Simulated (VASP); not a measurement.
# Cu2Os (Fd-3m) in VASP: notebook

Cu2Os is run at these levels: PBE; tasks: single point, relaxation of cell and atoms.

Program: VASP 6.6.1. These are calculated values, not measurements. Logs are shortened: lines on timing, memory, paths and dates and some standing lists are left out, and cuts for length are marked.

### 1 The cell of the first run

It takes space group Fd-3m (No. 227, cubic). Conventional cell: a = 6.682 Å, b = 6.682 Å, c = 6.682 Å, α = 90.00°, β = 90.00°, γ = 90.00°. Within 3.1 Å of Cu (site symmetry -3m) lie 6 Cu at 2.36 Å and 6 Os at 2.77 Å. Os (site symmetry -43m) has 12 Cu at 2.77 Å and 4 Os at 2.89 Å within 3.7 Å.

### 2 Single point, PBE

INCAR

```
PREC = Accurate ; ENCUT = 520
EDIFF = 1E-6 ; ISMEAR = 0
SIGMA = 0.1 ; LREAL = False
LASPH = True ; NELM = 60
ALGO = Fast ; ISIF = 2
LWAVE = False ; LCHARG = False
GGA = PE ; NBANDS = 39
```

KPOINTS

```
regular mesh
0
Gamma
  4 4 4
```

POSCAR

```
Cu2Os
1.0
    0.0000000000      3.3412184518      3.3412184518
    3.3412184518      0.0000000000      3.3412184518
    3.3412184518      3.3412184518      0.0000000000
Cu Os
4 2
Direct
    0.6250000000      0.6250000000      0.6250000000
    0.1250000000      0.6250000000      0.6250000000
    0.6250000000      0.6250000000      0.1250000000
    0.6250000000      0.1250000000      0.6250000000
    0.0000000000      0.0000000000      0.0000000000
    0.2500000000      0.2500000000      0.2500000000
```

Potentials or basis: VASP PAW PBE potentials, release 64 (Cu, Os).

The run is started by

```bash
$ cat potpaw_PBE.64/Cu/POTCAR potpaw_PBE.64/Os/POTCAR > POTCAR
$ mpirun -np 1 vasp_std > vasp.out
```

OUTCAR:

```text
PREC = Accurate
   ENCUT = 520
   EDIFF = 1E-6
   ISMEAR = 0
   LREAL = False
   LASPH = True
   NELM = 60
   ISIF = 2
   GGA = PE

 ion  position               nearest neighbor table
   1  0.625  0.625  0.625-   2 2.36   3 2.36   4 2.36   3 2.36   4 2.36   2 2.36   6 2.77   5 2.77
                             6 2.77   5 2.77   6 2.77   5 2.77
   2  0.125  0.625  0.625-   1 2.36   3 2.36   4 2.36   1 2.36   3 2.36   4 2.36   5 2.77   6 2.77
                             5 2.77   5 2.77   6 2.77   6 2.77
   3  0.625  0.625  0.125-   1 2.36   1 2.36   2 2.36   4 2.36   4 2.36   2 2.36   6 2.77   5 2.77
                             6 2.77   5 2.77   6 2.77   5 2.77
   4  0.625  0.125  0.625-   1 2.36   3 2.36   1 2.36   2 2.36   3 2.36   2 2.36   5 2.77   6 2.77
                             5 2.77   6 2.77   6 2.77   5 2.77
   5  0.000  0.000  0.000-   1 2.77   3 2.77   4 2.77   1 2.77   2 2.77   3 2.77   1 2.77   2 2.77
                             4 2.77   2 2.77   3 2.77   4 2.77   6 2.89   6 2.89   6 2.89   6 2.89
   6  0.250  0.250  0.250-   2 2.77   3 2.77   4 2.77   1 2.77   2 2.77   4 2.77   1 2.77   2 2.77
                             3 2.77   1 2.77   3 2.77   4 2.77   5 2.89   5 2.89   5 2.89   5 2.89

  LATTYP: Found a face centered cubic cell.
 ALAT       =     6.6824369036

  Lattice vectors:

 A1 = (   0.0000000000,   3.3412184518,   3.3412184518)
 A2 = (   3.3412184518,   0.0000000000,   3.3412184518)
 A3 = (   3.3412184518,   3.3412184518,   0.0000000000)

Analysis of symmetry for initial positions (statically):
=====================================================================
 Subroutine PRICEL returns:
 Original cell was already a primitive cell.

 Routine SETGRP: Setting up the symmetry group for a
 face centered cubic supercell.

 Subroutine GETGRP returns: Found 48 space group operations
 (whereof 24 operations were pure point group operations)
 out of a pool of 48 trial point group operations.

The static configuration has the point symmetry T_d .
 The point group associated with its full space group is O_h .

Analysis of symmetry for dynamics (positions and initial velocities):
=====================================================================
 Subroutine PRICEL returns:
 Original cell was already a primitive cell.

 Routine SETGRP: Setting up the symmetry group for a
 face centered cubic supercell.

 Subroutine GETGRP returns: Found 48 space group operations
 (whereof 24 operations were pure point group operations)
 out of a pool of 48 trial point group operations.

The dynamic configuration has the point symmetry T_d .
 The point group associated with its full space group is O_h .

 Subroutine INISYM returns: Found 48 space group operations
 (whereof 24 operations are pure point group operations),
 and found     1 'primitive' translations

----------------------------------------------------------------------------------------

                                     Primitive cell

  volume of cell :      74.6010

  direct lattice vectors                    reciprocal lattice vectors
     0.000000000  3.341218452  3.341218452    -0.149646007  0.149646007  0.149646007
     3.341218452  0.000000000  3.341218452     0.149646007 -0.149646007  0.149646007
     3.341218452  3.341218452  0.000000000     0.149646007  0.149646007 -0.149646007

  length of vectors
     4.725196449  4.725196449  4.725196449     0.259194487  0.259194487  0.259194487

  position of ions in fractional coordinates (direct lattice)
     0.625000000  0.625000000  0.625000000
     0.125000000  0.625000000  0.625000000
     0.625000000  0.625000000  0.125000000
     0.625000000  0.125000000  0.625000000
     0.000000000  0.000000000  0.000000000
     0.250000000  0.250000000  0.250000000

  ion indices of the primitive-cell ions
   primitive index   ion index
                 1           1
                 2           2
                 3           3
                 4           4
                 5           5
                 6           6

----------------------------------------------------------------------------------------

 KPOINTS: regular mesh

Automatic generation of k-mesh.
 Grid dimensions read from file:
 generate k-points for:    4    4    4

 Generating k-lattice:

  Cartesian coordinates                     Fractional coordinates (reciprocal lattice)
    -0.037411502  0.037411502  0.037411502     0.250000000  0.000000000  0.000000000
     0.037411502 -0.037411502  0.037411502     0.000000000  0.250000000  0.000000000
     0.037411502  0.037411502 -0.037411502     0.000000000  0.000000000  0.250000000

  Length of vectors
     0.064798622  0.064798622  0.064798622

  Shift w.r.t. Gamma in fractional coordinates (k-lattice)
     0.000000000  0.000000000  0.000000000

 Subroutine IBZKPT returns following result:
 ===========================================

 Found      8 irreducible k-points:

 Following reciprocal coordinates:
            Coordinates               Weight
  0.000000  0.000000  0.000000      1.000000
  0.250000  0.000000  0.000000      8.000000
  0.500000  0.000000  0.000000      4.000000
  0.250000  0.250000  0.000000      6.000000
  0.500000  0.250000  0.000000     24.000000
 -0.250000  0.250000  0.000000     12.000000
  0.500000  0.500000  0.000000      3.000000
 -0.250000  0.500000  0.250000      6.000000
   k-points           NKPTS =      8   k-points in BZ     NKDIM =      8   number of bands    NBANDS=     39
   number of dos      NEDOS =    301   number of ions     NIONS =      6
   total plane-waves  NPLWV =  46656
   dimension x,y,z NGX =    36 NGY =   36 NGZ =   36
   dimension x,y,z NGXF=    72 NGYF=   72 NGZF=   72
   ions per type =               4   2
   NGX,Y,Z   is equivalent  to a cutoff of  12.67, 12.67, 12.67 a.u.
   NGXF,Y,Z  is equivalent  to a cutoff of  25.33, 25.33, 25.33 a.u.
 SYSTEM =  unknown system
   PREC   = accura    normal or accurate (medium, high low for compatibility)
   ISTART =      0    job   : 0-new  1-cont  2-samecut
   ICHARG =      2    charge: 1-file 2-atom 10-const
   ISPIN  =      1    spin polarized calculation?
   LNONCOLLINEAR =      F non collinear calculations
   LSORBIT =      F    spin-orbit coupling
   LASPH  =      T    aspherical Exc in radial PAW
   ENCUT  =  520.0 eV  38.22 Ry    6.18 a.u.   8.79  8.79  8.79*2*pi/ulx,y,z
   NELM   =     60;   NELMIN=  2; NELMDL= -5     # of ELM steps
   EDIFF  = 0.1E-05   stopping-criterion for ELM
   LREAL  =      F    real-space projection
   EDIFFG = 0.1E-04   stopping-criterion for IOM
   NSW    =      0    number of steps for IOM
   IBRION =     -1    ionic relax: 0-MD 1-quasi-New 2-CG
   NFREE  =      0    steps in history (QN), initial steepest desc. (CG)
   ISIF   =      2    stress and relaxation
   ISYM   =      2    0-nonsym 1-usesym 2-fastsym
   POTIM  = 0.5000    time-step for ionic-motion
   TEBEG  =    0.0;   TEEND  =   0.0 temperature during run
   PSTRESS=    0.0 pullay stress
   NELECT =      60.0000    total number of electrons
   NUPDOWN=      -1.0000    fix difference up-down
   EMIN   =  10.00;   EMAX   =-10.00  energy-range for DOS
   EFERMI =   0.00;   METHOD = LEGACY
   ISMEAR =     0;   SIGMA  =   0.10  broadening in eV -4-tet -1-fermi 0-gaus
   EFERMI_NEDOS =   21; number of points for ismear=-14 and -15
   IALGO  =     68    algorithm
   IMIX   =      4    mixing-type and parameters
     AMIX     =   0.40;   BMIX     =  1.00
     AMIX_MAG =   1.60;   BMIX_MAG =  1.00
  volume/ion in A,a.u.               =      12.43        83.91
  Fermi-wavevector in a.u.,A,eV,Ry     =   1.522452  2.877018 31.536416  2.317861
  Thomas-Fermi vector in A             =   2.631030
   LORBIT       =      0    0 simple, 1 ext, 2 COOP (PROOUT), +10 PAW based schemes
   GGA     = PE    functional components
   LHFCALC =     F    Hartree Fock is set to
   AEXX    =    0.0000 exact exchange contribution
   IVDW    =     0    specifies the selected vdW correction
   LEPSILON=     F    determine dielectric tensor
   LRPA    =     F    only Hartree local field effects (RPA)
 non-spin polarized calculation
 RMM-DIIS sequential band-by-band and
 Gauss-broadening in eV      SIGMA  =   0.10
  energy-cutoff  :      520.00
  volume of cell :       74.60
 maximum number of plane-waves:      2044
   NGX = 17   NGY = 17   NGZ = 17

 number of electron      59.9999978 magnetization

 Free energy of the ion-electron system (eV)
  ---------------------------------------------------
  ext. energy  EPLUGINS =         0.00000000
  ---------------------------------------------------
  free energy    TOTEN  =       -34.76741176 eV

  energy without entropy =      -34.71149671  energy(sigma->0) =      -34.73945424

 E-fermi :   8.3856     XC(G=0): -13.3269

 val. band max:        8.3592895321   @ k =   0.2500   0.2500   0.0000
 cond. band min:       8.3903334829   @ k =   0.5000   0.5000   0.0000
 fundamental gap:      0.0310439508
 Fermi energy:         8.3855929841

 k-point     1 :       0.0000    0.0000    0.0000
  band No.  band energies     occupation
      1      -1.6964      2.00000
      2       2.4723      2.00000
      3       2.9751      2.00000
      4       2.9751      2.00000
      5       2.9751      2.00000
      6       3.9310      2.00000
[... 31 lines left out ...]
     38      14.9674      0.00000
     39      14.9698      0.00000

 k-point     2 :       0.2500    0.0000    0.0000
  band No.  band energies     occupation
      1      -0.9588      2.00000
      2       2.4303      2.00000
      3       2.9377      2.00000
      4       2.9377      2.00000
      5       3.1207      2.00000
      6       3.3828      2.00000
[... 31 lines left out ...]
     38      15.0997      0.00000
     39      15.1005      0.00000

 k-point     3 :       0.5000    0.0000    0.0000
  band No.  band energies     occupation
      1       0.8889      2.00000
      2       0.9683      2.00000
      3       2.7178      2.00000
      4       2.9876      2.00000
      5       2.9876      2.00000
      6       3.7164      2.00000
[... 31 lines left out ...]
     38      14.7288      0.00000
     39      18.1470      0.00000

 k-point     4 :       0.2500    0.2500    0.0000
  band No.  band energies     occupation
      1      -0.7184      2.00000
      2       2.3847      2.00000
      3       2.6485      2.00000
      4       3.3725      2.00000
      5       3.3725      2.00000
      6       3.5854      2.00000
[... 31 lines left out ...]
     38      16.5071      0.00000
     39      16.9198      0.00000

 k-point     5 :       0.5000    0.2500    0.0000
  band No.  band energies     occupation
      1       0.7481      2.00000
      2       1.8764      2.00000
      3       2.5456      2.00000
      4       2.8306      2.00000
      5       3.3960      2.00000
      6       3.7360      2.00000
[... 31 lines left out ...]
     38      16.5665      0.00000
     39      17.1781      0.00000

 k-point     6 :      -0.2500    0.2500    0.0000
  band No.  band energies     occupation
      1       0.1521      2.00000
      2       2.2980      2.00000
      3       2.5133      2.00000
      4       2.9143      2.00000
      5       3.0133      2.00000
      6       3.6063      2.00000
[... 31 lines left out ...]
     38      15.4067      0.00000
     39      16.2410      0.00000

 k-point     7 :       0.5000    0.5000    0.0000
  band No.  band energies     occupation
      1       1.5525      2.00000
      2       1.5525      2.00000
      3       2.6726      2.00000
      4       2.6726      2.00000
      5       3.8528      2.00000
      6       3.8528      2.00000
[... 31 lines left out ...]
     38      18.5975      0.00000
     39      19.0922      0.00000

 k-point     8 :      -0.2500    0.5000    0.2500
  band No.  band energies     occupation
      1       1.8040      2.00000
      2       1.8040      2.00000
      3       2.3560      2.00000
      4       2.3560      2.00000
      5       3.6856      2.00000
      6       3.6856      2.00000
[... 31 lines left out ...]
     38      15.4583      0.00000
     39      18.7597      0.00000

------------------------ aborting loop because EDIFF is reached ----------------------------------------

  FORCE on cell =-STRESS in cart. coord.  units (eV):
  Direction    XX          YY          ZZ          XY          YZ          ZX
  --------------------------------------------------------------------------------------
  -------------------------------------------------------------------------------------
  Total       -0.0816005     -0.0816005     -0.0816005      0.0000000      0.0000000      0.0000000
  in kB       -1.7525024     -1.7525024     -1.7525024      0.0000000      0.0000000      0.0000000
  external PRESSURE =      -1.7525024 kB  Pullay stress =       0.0000000 kB

 VOLUME and BASIS-vectors are now :
 -----------------------------------------------------------------------------
  energy-cutoff  :      520.00
  volume of cell :       74.60
      direct lattice vectors                 reciprocal lattice vectors
     0.000000000  3.341218452  3.341218452    -0.149646007  0.149646007  0.149646007
     3.341218452  0.000000000  3.341218452     0.149646007 -0.149646007  0.149646007
     3.341218452  3.341218452  0.000000000     0.149646007  0.149646007 -0.149646007

 POSITION                                       TOTAL-FORCE (eV/Angst)
 -----------------------------------------------------------------------------------
      4.17652      4.17652      4.17652        -0.000000     -0.000000      0.000000
      4.17652      2.50591      2.50591         0.000000     -0.000000      0.000000
      2.50591      2.50591      4.17652         0.000000     -0.000000     -0.000000
      2.50591      4.17652      2.50591        -0.000000     -0.000000      0.000000
      0.00000      0.00000      0.00000        -0.000000     -0.000000     -0.000000
      1.67061      1.67061      1.67061         0.000000      0.000000      0.000000
 -----------------------------------------------------------------------------------
    total drift:                                0.000000      0.000000      0.000000

  FREE ENERGIE OF THE ION-ELECTRON SYSTEM (eV)
  ---------------------------------------------------
  free  energy   TOTEN  =       -34.7674117582 eV

  energy  without entropy=      -34.7114967149  energy(sigma->0) =      -34.73945424
```

It took 45 s on 1 thread of Intel Xeon 6975P-C, shared host; peak memory 0.21 GiB.

Results:

| Item | Value |
| --- | --- |
| Free energy | -34.7674 eV |
| Pressure | -0.2 GPa |
| Band gap on the k mesh | zero (band 30 reaches 8.65 eV, above the bottom of band 31 at 8.41 eV) |

Caveat: the k points lie up to 0.41 Å⁻¹ apart; spin-orbit coupling is left out, which moves the levels of the heavy elements.

### 3 Single point, PBE

This run uses another cell than the first one, of 13.07 Å³/atom, 1.051 times its volume.

INCAR

```
PREC     = Accurate       # precision mode
ENCUT    = 520            # plane-wave cutoff, eV
EDIFF    = 1E-6           # SCF threshold, eV
ISMEAR   = 0              # smearing method
SIGMA    = 0.1            # smearing width, eV
LREAL    = False          # projectors in reciprocal space
LASPH    = True           # aspherical terms in the spheres
NELM     = 60             # most SCF steps
ALGO     = Normal         # electronic algorithm
ISIF     = 2              # what is computed and relaxed
LWAVE    = False          # write WAVECAR
LCHARG   = True           # write CHGCAR
GGA      = PE             # functional
LELF     = True           # ELF
LVHAR    = True         
NBANDS   = 39             # bands
```

KPOINTS

```
regular mesh
0
Gamma
  6 6 6
```

POSCAR, as its differences from that of step 2:

```diff
@@ -2,5 +2,5 @@
 1.0
-    0.0000000000      3.3412184518      3.3412184518
-    3.3412184518      0.0000000000      3.3412184518
-    3.3412184518      3.3412184518      0.0000000000
+    0.0000000000      3.3972741387      3.3972741387
+    3.3972741387      0.0000000000      3.3972741387
+    3.3972741387      3.3972741387      0.0000000000
 Cu Os
```

Potentials or basis: VASP PAW PBE potentials, release 64 (Cu, Os).

The run is started by

```bash
$ cat potpaw_PBE.64/Cu/POTCAR potpaw_PBE.64/Os/POTCAR > POTCAR
$ mpirun -np 1 vasp_std > vasp.out
```

OUTCAR:

```text
PREC = Accurate
   ENCUT = 520
   EDIFF = 1E-6
   ISMEAR = 0
   LREAL = False
   LASPH = True
   NELM = 60
   ISIF = 2
   GGA = PE

 ion  position               nearest neighbor table
   1  0.625  0.625  0.625-   2 2.40   3 2.40   4 2.40   3 2.40   4 2.40   2 2.40   6 2.82   5 2.82
                             6 2.82   5 2.82   6 2.82   5 2.82
   2  0.125  0.625  0.625-   1 2.40   3 2.40   4 2.40   1 2.40   3 2.40   4 2.40   5 2.82   6 2.82
                             5 2.82   5 2.82   6 2.82   6 2.82
   3  0.625  0.625  0.125-   1 2.40   1 2.40   2 2.40   4 2.40   4 2.40   2 2.40   6 2.82   5 2.82
                             6 2.82   5 2.82   6 2.82   5 2.82
[... 876 lines left out ...]
  Total       -5.0501114     -5.0501114     -5.0501114      0.0000000      0.0000000      0.0000000
  in kB     -103.1786312   -103.1786312   -103.1786312      0.0000000      0.0000000      0.0000000
  external PRESSURE =    -103.1786312 kB  Pullay stress =       0.0000000 kB

 VOLUME and BASIS-vectors are now :
 -----------------------------------------------------------------------------
  energy-cutoff  :      520.00
  volume of cell :       78.42
      direct lattice vectors                 reciprocal lattice vectors
     0.000000000  3.397274139  3.397274139    -0.147176819  0.147176819  0.147176819
     3.397274139  0.000000000  3.397274139     0.147176819 -0.147176819  0.147176819
     3.397274139  3.397274139  0.000000000     0.147176819  0.147176819 -0.147176819

 POSITION                                       TOTAL-FORCE (eV/Angst)
 -----------------------------------------------------------------------------------
      4.24659      4.24659      4.24659         0.000000     -0.000000     -0.000000
      4.24659      2.54796      2.54796         0.000000     -0.000000     -0.000000
      2.54796      2.54796      4.24659         0.000000     -0.000000     -0.000000
      2.54796      4.24659      2.54796         0.000000     -0.000000     -0.000000
      0.00000      0.00000      0.00000         0.000000      0.000000      0.000000
      1.69864      1.69864      1.69864        -0.000000     -0.000000     -0.000000
 -----------------------------------------------------------------------------------
    total drift:                                0.000000      0.000000      0.000000

  FREE ENERGIE OF THE ION-ELECTRON SYSTEM (eV)
  ---------------------------------------------------
  free  energy   TOTEN  =       -34.7345002913 eV

  energy  without entropy=      -34.6944294264  energy(sigma->0) =      -34.71446486
```

OSZICAR:

```text
N       E                     dE             d eps       ncg     rms          rms(c)
DAV:   1     0.534312486284E+03    0.53431E+03   -0.26437E+04  1296   0.242E+03
DAV:   2     0.342784227145E+02   -0.50003E+03   -0.47802E+03  1248   0.474E+02
DAV:   3    -0.352738092909E+02   -0.69552E+02   -0.64261E+02  1393   0.202E+02
DAV:   4    -0.402093257737E+02   -0.49355E+01   -0.47152E+01  1938   0.583E+01
DAV:   5    -0.402861092761E+02   -0.76784E-01   -0.76684E-01  1777   0.741E+00    0.229E+01
DAV:   6    -0.394539535467E+02    0.83216E+00   -0.58022E+01  1455   0.177E+02    0.165E+01
DAV:   7    -0.348265485509E+02    0.46274E+01   -0.16403E+01  1648   0.969E+01    0.230E+00
DAV:   8    -0.347643571840E+02    0.62191E-01   -0.13110E+00  1898   0.116E+01    0.108E+00
DAV:   9    -0.347429966014E+02    0.21361E-01   -0.13590E-01  1499   0.488E+00    0.707E-01
DAV:  10    -0.347352990380E+02    0.76976E-02   -0.12326E-02  1636   0.275E+00    0.210E-01
DAV:  11    -0.347348005907E+02    0.49845E-03   -0.17494E-03  1660   0.364E-01    0.167E-01
DAV:  12    -0.347344989256E+02    0.30167E-03   -0.61136E-04  2034   0.711E-01    0.245E-02
DAV:  13    -0.347345008838E+02   -0.19581E-05   -0.12102E-04  1942   0.147E-01    0.113E-02
DAV:  14    -0.347345012040E+02   -0.32017E-06   -0.12493E-05  2002   0.725E-02    0.163E-02
DAV:  15    -0.347345007913E+02    0.41272E-06   -0.16837E-05  1890   0.893E-02    0.371E-03
DAV:  16    -0.347345002913E+02    0.50000E-06   -0.86565E-07   799   0.154E-02
   1 F= -.34734500E+02 E0= -.34714465E+02  d E =-.400709E-01
```

Run time: 50 s. Hardware: 1 thread of Intel Xeon 6975P-C, shared host; peak memory 0.22 GiB.

What came out:

```
Free energy            : -34.7345 eV
Pressure               : -10.3 GPa
Band gap on the k mesh : zero (band 30 reaches 7.97 eV, above the bottom of band 31 at 7.52 eV)
```

Caveat: spin-orbit coupling is left out, which moves the levels of the heavy elements.

(Continued in part 2 of 2.)
